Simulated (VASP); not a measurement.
Al8N5:

```
CELL_PARAMETERS angstrom
3.13023 0.00000 -5.01801
3.13023 0.00000 5.01801
-3.13023 -5.42172 0.00000
ATOMIC_POSITIONS crystal
Al 0.33086 0.33411 0.16487
Al 0.83345 0.83262 0.16421
Al 0.33914 0.33402 0.66571
Al 0.83039 0.83595 0.66326
Al 0.91132 0.40987 0.33024
Al 0.41303 0.91085 0.33442
Al 0.91564 0.41336 0.83053
Al 0.41577 0.91025 0.83269
N 0.65132 0.02866 0.17436
N 0.14438 0.52812 0.16676
N 0.22823 0.10622 0.34029
N 0.71891 0.60402 0.83275
N 0.21955 0.10680 0.83211
```

```yaml
Program: VASP 6.6.1
Task: relaxation of cell and atoms
Functional: PBE
Potentials_or_basis: VASP PAW PBE potentials, release 64 (Al, N)
Cutoff: 600 eV
k_mesh: 3 × 3 × 3
Occupations: gaussian, width 0.1 eV
Spin: no spin polarisation
```

At the start: pressure -1.0 GPa; volume 13.10 Å³/atom.

Q: How do energy, volume and symmetry change on relaxing?

A: Over 30 steps the energy falls by 71.7 meV/atom and the volume is 12.86 Å³/atom (-1.9 %); space group Cm (No. 8, to 0.05 Å).

Step by step:
```csv
step,energy change (eV),largest force (eV/Å),pressure (GPa),volume (Å³)
1,0.0000,1.5195,-1.01,170.32
2,-0.3888,0.7470,-2.18,168.28
3,-0.3910,0.7857,-2.21,168.11
4,-0.5482,0.6167,0.46,163.04
5,-0.5538,0.5928,1.11,161.96
6,-0.6174,0.5297,0.09,162.88
7,-0.6265,0.5798,-0.39,163.38
8,-0.6775,0.5876,-0.14,163.40
9,-0.7077,0.6047,0.28,163.42
10,-0.7520,0.5307,0.10,163.97
11,-0.7597,0.4772,0.04,164.33
12,-0.7953,0.3783,0.02,164.78
13,-0.8271,0.4332,0.04,165.64
14,-0.8641,0.2901,-0.11,166.04
15,-0.8683,0.4055,-0.15,166.23
16,-0.8901,0.2691,-0.07,166.13
17,-0.8937,0.2506,-0.01,166.07
18,-0.9088,0.2255,0.26,165.97
19,-0.9089,0.2247,0.29,165.96
20,-0.9193,0.1205,-0.13,166.66
21,-0.9195,0.1594,-0.20,166.77
22,-0.9253,0.1066,0.08,166.58
23,-0.9256,0.1093,0.18,166.52
24,-0.9283,0.0918,-0.15,166.90
25,-0.9283,0.0856,-0.14,166.88
26,-0.9307,0.0713,0.12,166.75
27,-0.9309,0.0803,0.21,166.70
28,-0.9320,0.0538,-0.14,167.25
29,-0.9320,0.0483,-0.10,167.20
30,-0.9327,0.0352,0.03,167.15
```

Final structure:
```
CELL_PARAMETERS angstrom
3.03813 -0.00793 -5.29749
3.03879 0.00724 5.29720
-3.03848 -5.19211 -0.00924
ATOMIC_POSITIONS crystal
Al 0.32032 0.34927 0.17117
Al 0.81989 0.84877 0.17112
Al 0.32834 0.34135 0.67175
Al 0.86075 0.76679 0.62959
Al 0.95828 0.42436 0.38471
Al 0.41311 0.92575 0.34051
Al 0.88682 0.40212 0.81388
Al 0.40977 0.92501 0.81384
N 0.63774 0.02548 0.15647
N 0.12912 0.51674 0.15639
N 0.22393 0.10580 0.33172
N 0.72724 0.60694 0.84554
N 0.23672 0.11645 0.84552
```

Caveat: the k points lie up to 0.45 Å⁻¹ apart in the final cell.
